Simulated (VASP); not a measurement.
# Ga6HN6 in VASP: single point with PBE+D3(BJ)

Aim: the single point of Ga6HN6 with PBE+D3(BJ).

Everything below comes from runs of VASP 6.6.1. Logs are shortened: lines on timing, memory, paths and dates and some standing lists are left out, and cuts for length are marked.

## Step 1: The cell of the first run

The cell holds a slab with vacuum, 26 atoms: a = 6.393 Å, b = 5.209 Å, c = 25.142 Å, α = 90.00°, β = 90.00°, γ = 90.00°.

## Step 2: Single point, PBE+D3(BJ)

Input file INCAR:

```
SYSTEM = Ga6HN6
ALGO     = Normal         ! electronic algorithm
DIPOL    = 0.5 0.5 0.461
EDIFF    = 1E-7           ! SCF threshold, eV
ENCUT    = 520            ! plane-wave cutoff, eV
GGA      = PE             ! functional
IDIPOL   = 3            
ISIF     = 2              ! what is computed and relaxed
ISMEAR   = 0              ! smearing method
IVDW     = 12             ! dispersion correction
LASPH    = .TRUE.         ! aspherical terms in the spheres
LCHARG   = .TRUE.         ! write CHGCAR
LDIPOL   = .TRUE.       
LELF     = .TRUE.         ! ELF
LREAL    = Auto         
LVACPOTAV= .TRUE.       
LVHAR    = .TRUE.       
LWAVE    = .FALSE.        ! write WAVECAR
NBANDS   = 128            ! bands
NELM     = 80             ! most SCF steps
PREC     = Accurate       ! precision mode
SIGMA    = 0.05           ! smearing width, eV
```

Input file KPOINTS:

```
k-points
0
G
  3 3 1
  0 0 0
```

Input file POSCAR:

```
Ga6HN6
1.0
    6.3931260417      0.0000000000      0.0000000000
    0.0000000000      5.2085710379      0.0000000000
    0.0000000000      0.0000000000     25.1417778220
Ga N H
12 12 2
Direct
    0.5000000000      0.0008110330      0.3181954775
    0.0000000000      0.0008110330      0.3181954775
    0.7500000000      0.5008110330      0.3548980634
    0.2500000000      0.5008110330      0.3548980634
    0.7500000000      0.0008110330      0.4283032352
    0.2500000000      0.0008110330      0.4283032352
   -0.0001809262      0.4989537958      0.4629037732
    0.5001870908      0.4989364248      0.4629108684
   -0.0001680678      0.0042265460      0.5415340711
    0.5002608645      0.0041473866      0.5415503222
    0.2500488433      0.4693987037      0.5637902831
    0.7500442917      0.4702431942      0.5651614444
    0.5000000000      0.6241889670      0.3181954775
    0.0000000000      0.6241889670      0.3181954775
    0.7500000000      0.1241889670      0.3548980634
    0.2500000000      0.1241889670      0.3548980634
    0.7500000000      0.6241889670      0.4283032352
    0.2500000000      0.6241889670      0.4283032352
   -0.0001299094      0.1232125541      0.4640596847
    0.5001340021      0.1231884354      0.4640680486
   -0.0004811531      0.6282711960      0.5390845525
    0.5005726379      0.6281869082      0.5390979829
    0.2500232616      0.1223530172      0.5742595997
    0.7500850298      0.1215977021      0.5748860315
    0.7511075521      0.7826235004      0.6410281595
    0.7507865344      0.6531786106      0.6555910239
```

Potentials or basis: VASP PAW PBE potentials, release 64 (Ga_d, N, H).

On the command line:

```sh
$ cat potpaw_PBE.64/Ga_d/POTCAR potpaw_PBE.64/N/POTCAR potpaw_PBE.64/H/POTCAR > POTCAR
$ mpirun -np 1 vasp_std > vasp.out
```

OUTCAR:

```text
SYSTEM = Ga6HN6
   EDIFF = 1E-7
   ENCUT = 520
   GGA = PE
   ISIF = 2
   ISMEAR = 0
   IVDW = 12
   LASPH = .TRUE.
   LREAL = Auto
   NELM = 80
   PREC = Accurate
 IVDW          = 12

 ion  position               nearest neighbor table
   1  0.500  0.001  0.318-  15 1.95  16 1.95  13 1.96
   2  0.000  0.001  0.318-  15 1.95  16 1.95  14 1.96
   3  0.750  0.501  0.355-  17 1.95  14 1.95  13 1.95  15 1.96
   4  0.250  0.501  0.355-  18 1.95  14 1.95  13 1.95  16 1.96
   5  0.750  0.001  0.428-  19 1.94  20 1.94  15 1.95  17 1.96
   6  0.250  0.001  0.428-  19 1.94  20 1.94  16 1.95  18 1.96
   7  1.000  0.499  0.463-  17 1.93  18 1.93  19 1.96  21 2.03
   8  0.500  0.499  0.463-  17 1.93  18 1.93  20 1.96  22 2.03
   9  1.000  0.004  0.542-  23 1.90  24 1.90  21 1.96  19 2.04
  10  0.500  0.004  0.542-  23 1.90  24 1.90  22 1.96  20 2.04
  11  0.250  0.469  0.564-  23 1.83  22 1.91  21 1.91
  12  0.750  0.470  0.565-  24 1.83  22 1.91  21 1.91
  13  0.500  0.624  0.318-   3 1.95   4 1.95   1 1.96
  14  0.000  0.624  0.318-   3 1.95   4 1.95   2 1.96
  15  0.750  0.124  0.355-   5 1.95   2 1.95   1 1.95   3 1.96
  16  0.250  0.124  0.355-   6 1.95   2 1.95   1 1.95   4 1.96
  17  0.750  0.624  0.428-   7 1.93   8 1.93   3 1.95   5 1.96
  18  0.250  0.624  0.428-   7 1.93   8 1.93   4 1.95   6 1.96
  19  1.000  0.123  0.464-   5 1.94   6 1.94   7 1.96   9 2.04
  20  0.500  0.123  0.464-   5 1.94   6 1.94   8 1.96  10 2.04
  21  1.000  0.628  0.539-  11 1.91  12 1.91   9 1.96   7 2.03
  22  0.501  0.628  0.539-  11 1.91  12 1.91  10 1.96   8 2.03
  23  0.250  0.122  0.574-  11 1.83   9 1.90  10 1.90
  24  0.750  0.122  0.575-  12 1.83   9 1.90  10 1.90
  25  0.751  0.783  0.641-  26 0.77
  26  0.751  0.653  0.656-  25 0.77

  LATTYP: Found a simple orthorhombic cell.
 ALAT       =     5.2085710379
 B/A-ratio  =     1.2274241813
 C/A-ratio  =     4.8270010410

  Lattice vectors:

 A1 = (   0.0000000000,  -5.2085710379,   0.0000000000)
 A2 = (   6.3931260417,   0.0000000000,   0.0000000000)
 A3 = (   0.0000000000,   0.0000000000,  25.1417778220)

Analysis of symmetry for initial positions (statically):
=====================================================================
 Subroutine PRICEL returns:
 Original cell was already a primitive cell.

 Routine SETGRP: Setting up the symmetry group for a
 simple orthorhombic supercell.

 Subroutine GETGRP returns: Found  1 space group operations
 (whereof  1 operations were pure point group operations)
 out of a pool of  8 trial point group operations.

The static configuration has the point symmetry C_1 .

Analysis of symmetry for dynamics (positions and initial velocities):
=====================================================================
 Subroutine PRICEL returns:
 Original cell was already a primitive cell.

 Routine SETGRP: Setting up the symmetry group for a
 simple orthorhombic supercell.

 Subroutine GETGRP returns: Found  1 space group operations
 (whereof  1 operations were pure point group operations)
 out of a pool of  8 trial point group operations.

The dynamic configuration has the point symmetry C_1 .

 Subroutine INISYM returns: Found  1 space group operations
 (whereof  1 operations are pure point group operations),
 and found     1 'primitive' translations

----------------------------------------------------------------------------------------

                                     Primitive cell

  volume of cell :     837.1973

  direct lattice vectors                    reciprocal lattice vectors
     6.393126042  0.000000000  0.000000000     0.156418002  0.000000000  0.000000000
     0.000000000  5.208571038  0.000000000     0.000000000  0.191991238  0.000000000
     0.000000000  0.000000000 25.141777822     0.000000000  0.000000000  0.039774435

  length of vectors
     6.393126042  5.208571038 25.141777822     0.156418002  0.191991238  0.039774435

  position of ions in fractional coordinates (direct lattice)
     0.500000000  0.000811033  0.318195477
     0.000000000  0.000811033  0.318195477
     0.750000000  0.500811033  0.354898063
     0.250000000  0.500811033  0.354898063
     0.750000000  0.000811033  0.428303235
     0.250000000  0.000811033  0.428303235
[... 18 lines left out ...]
     0.751107552  0.782623500  0.641028160
     0.750786534  0.653178611  0.655591024

  ion indices of the primitive-cell ions
   primitive index   ion index
                 1           1
                 2           2
                 3           3
                 4           4
                 5           5
                 6           6
[... 18 lines left out ...]
                25          25
                26          26

----------------------------------------------------------------------------------------

 KPOINTS: k-points

Automatic generation of k-mesh.
 Grid dimensions read from file:
 generate k-points for:    3    3    1

 Generating k-lattice:

  Cartesian coordinates                     Fractional coordinates (reciprocal lattice)
     0.052139334  0.000000000  0.000000000     0.333333333  0.000000000  0.000000000
     0.000000000  0.063997079  0.000000000     0.000000000  0.333333333  0.000000000
     0.000000000  0.000000000  0.039774435     0.000000000  0.000000000  1.000000000

  Length of vectors
     0.052139334  0.063997079  0.039774435

  Shift w.r.t. Gamma in fractional coordinates (k-lattice)
     0.000000000  0.000000000  0.000000000

 Subroutine IBZKPT returns following result:
 ===========================================

 Found      5 irreducible k-points:

 Following reciprocal coordinates:
            Coordinates               Weight
  0.000000  0.000000  0.000000      1.000000
  0.333333  0.000000  0.000000      2.000000
  0.000000  0.333333  0.000000      2.000000
  0.333333  0.333333  0.000000      2.000000
 -0.333333  0.333333  0.000000      2.000000
   k-points           NKPTS =      5   k-points in BZ     NKDIM =      5   number of bands    NBANDS=    128
   number of dos      NEDOS =    301   number of ions     NIONS =     26
   total plane-waves  NPLWV = 368640
   dimension x,y,z NGX =    48 NGY =   40 NGZ =  192
   dimension x,y,z NGXF=    96 NGYF=   80 NGZF=  384
   ions per type =              12  12   2
   NGX,Y,Z   is equivalent  to a cutoff of  12.48, 12.77, 12.70 a.u.
   NGXF,Y,Z  is equivalent  to a cutoff of  24.96, 25.53, 25.39 a.u.
 SYSTEM =  Ga6HN6
   PREC   = accura    normal or accurate (medium, high low for compatibility)
   ISTART =      0    job   : 0-new  1-cont  2-samecut
   ICHARG =      2    charge: 1-file 2-atom 10-const
   ISPIN  =      1    spin polarized calculation?
   LNONCOLLINEAR =      F non collinear calculations
   LSORBIT =      F    spin-orbit coupling
   LASPH  =      T    aspherical Exc in radial PAW
   ENCUT  =  520.0 eV  38.22 Ry    6.18 a.u.  11.89  9.68 46.75*2*pi/ulx,y,z
   NELM   =     80;   NELMIN=  2; NELMDL= -5     # of ELM steps
   EDIFF  = 0.1E-06   stopping-criterion for ELM
   LREAL  =      T    real-space projection
   EDIFFG = 0.1E-05   stopping-criterion for IOM
   NSW    =      0    number of steps for IOM
   IBRION =     -1    ionic relax: 0-MD 1-quasi-New 2-CG
   NFREE  =      0    steps in history (QN), initial steepest desc. (CG)
   ISIF   =      2    stress and relaxation
   ISYM   =      2    0-nonsym 1-usesym 2-fastsym
   POTIM  = 0.5000    time-step for ionic-motion
   TEBEG  =    0.0;   TEEND  =   0.0 temperature during run
   PSTRESS=    0.0 pullay stress
   NELECT =     218.0000    total number of electrons
   NUPDOWN=      -1.0000    fix difference up-down
   EMIN   =  10.00;   EMAX   =-10.00  energy-range for DOS
   EFERMI =   0.00;   METHOD = LEGACY
   ISMEAR =     0;   SIGMA  =   0.05  broadening in eV -4-tet -1-fermi 0-gaus
   EFERMI_NEDOS =   21; number of points for ismear=-14 and -15
   IALGO  =     38    algorithm
   IMIX   =      4    mixing-type and parameters
     AMIX     =   0.40;   BMIX     =  1.00
     AMIX_MAG =   1.60;   BMIX_MAG =  1.00
  volume/ion in A,a.u.               =      32.20       217.30
  Fermi-wavevector in a.u.,A,eV,Ry     =   1.045405  1.975528 14.869408  1.092871
  Thomas-Fermi vector in A             =   2.180199
   LORBIT       =      0    0 simple, 1 ext, 2 COOP (PROOUT), +10 PAW based schemes
   GGA     = PE    functional components
   LHFCALC =     F    Hartree Fock is set to
   AEXX    =    0.0000 exact exchange contribution
   IVDW    =    12    specifies the selected vdW correction
   LEPSILON=     F    determine dielectric tensor
   LRPA    =     F    only Hartree local field effects (RPA)
 non-spin polarized calculation
 Gauss-broadening in eV      SIGMA  =   0.05
  energy-cutoff  :      520.00
  volume of cell :      837.20
 maximum number of plane-waves:     22581
   NGX = 23   NGY = 19   NGZ = 93

 dipolmoment           0.000000      0.000000      0.049222 electrons x Angstroem

 number of electron     217.9999969 magnetization

 dipolmoment           0.000000      0.000000     -0.030736 electrons x Angstroem

 Free energy of the ion-electron system (eV)
  ---------------------------------------------------
  ext. energy  EPLUGINS =         0.00000000
  ---------------------------------------------------
  free energy    TOTEN  =      -145.16800165 eV

  energy without entropy =     -145.16800165  energy(sigma->0) =     -145.16800165

 E-fermi :  -1.2011     XC(G=0):  -4.5661

 val. band max:       -1.4573839624   @ k =   0.0000   0.0000   0.0000
 cond. band min:      -0.7094502781   @ k =   0.0000   0.0000   0.0000
 fundamental gap:      0.7479336843
 Fermi energy:        -1.2010956163

 k-point     1 :       0.0000    0.0000    0.0000
  band No.  band energies     occupation
      1     -17.8073      2.00000
      2     -17.4789      2.00000
      3     -17.2704      2.00000
      4     -17.1886      2.00000
      5     -17.1373      2.00000
      6     -16.9201      2.00000
[... 609 lines left out ...]
    120       3.9008      0.00000
    121       4.0171      0.00000
 [bands above 121 left out]

------------------------ aborting loop because EDIFF is reached ----------------------------------------

 Edisp (eV)   -4.62223

 E8    (eV) :    -1.9215

  FORCE on cell =-STRESS in cart. coord.  units (eV):
  Direction    XX          YY          ZZ          XY          YZ          ZX
  --------------------------------------------------------------------------------------
  -------------------------------------------------------------------------------------
  Total       3.72887    -4.63077     0.08342    -0.00137     1.45589    -0.01238
  in kB       7.13608    -8.86208     0.15965    -0.00261     2.78620    -0.02369
  external pressure =       -0.52 kB  Pullay stress =        0.00 kB

 VOLUME and BASIS-vectors are now :
 -----------------------------------------------------------------------------
  energy-cutoff  :      520.00
  volume of cell :      837.20
      direct lattice vectors                 reciprocal lattice vectors
     6.393126042  0.000000000  0.000000000     0.156418002  0.000000000  0.000000000
     0.000000000  5.208571038  0.000000000     0.000000000  0.191991238  0.000000000
     0.000000000  0.000000000 25.141777822     0.000000000  0.000000000  0.039774435

 POSITION                                       TOTAL-FORCE (eV/Angst)
 -----------------------------------------------------------------------------------
      3.19656      0.00422      8.00000         0.000368     -2.000791      1.461864
      0.00000      0.00422      8.00000        -0.000497     -2.000744      1.461979
      4.79484      2.60851      8.92277        -0.000247      1.095660     -1.637605
      1.59828      2.60851      8.92277         0.000209      1.096173     -1.631825
      4.79484      0.00422     10.76830        -0.000411     -0.351600      0.381491
      1.59828      0.00422     10.76830         0.000696     -0.347194      0.399013
[... 18 lines left out ...]
      4.80193      4.07635     16.11659        -0.002447     -0.011956      0.010583
      4.79987      3.40213     16.48272         0.000715      0.013965     -0.010767
 -----------------------------------------------------------------------------------
    total drift:                                0.001433     -0.005858     -0.005810

  FREE ENERGIE OF THE ION-ELECTRON SYSTEM (eV)
  ---------------------------------------------------
  free  energy   TOTEN  =      -149.7902271553 eV

  energy  without entropy=     -149.7902271553  energy(sigma->0) =     -149.79022716

 vacuum level on the upper side and lower side of the slab         3.455         3.622
```

Wall time 16 min (1 thread of Intel Xeon Platinum 8488C (Sapphire Rapids), shared host); peak memory 0.94 GiB.

Results:

```yaml
Free_energy: -149.7902 eV
Largest_force: 2.478 eV/Å
Band_gap_on_the_k_mesh: 0.75 eV
Dispersion_energy_per_atom: -0.178 eV
```

Forces in eV/Å, atoms in the order of the input:
```
Ga   0.000 -2.001  1.462
Ga   0.000 -2.001  1.462
Ga   0.000  1.096 -1.638
Ga   0.000  1.096 -1.632
Ga   0.000 -0.352  0.381
Ga   0.001 -0.347  0.399
Ga  -0.002 -0.009 -0.004
Ga   0.003 -0.010 -0.007
Ga  -0.005  0.000  0.027
Ga   0.007  0.004  0.028
Ga  -0.004 -0.015  0.001
Ga   0.005 -0.019 -0.002
N    0.000  0.663  0.369
N    0.000  0.663  0.369
N    0.000  0.521 -1.169
N    0.000  0.523 -1.167
N   -0.001  0.080  0.558
N    0.002  0.065  0.581
N    0.001  0.000 -0.008
N   -0.001  0.000 -0.008
N    0.004  0.005  0.013
N   -0.004  0.012  0.012
N    0.003  0.017 -0.012
N   -0.005  0.006 -0.018
H   -0.002 -0.012  0.011
H    0.001  0.014 -0.011
```
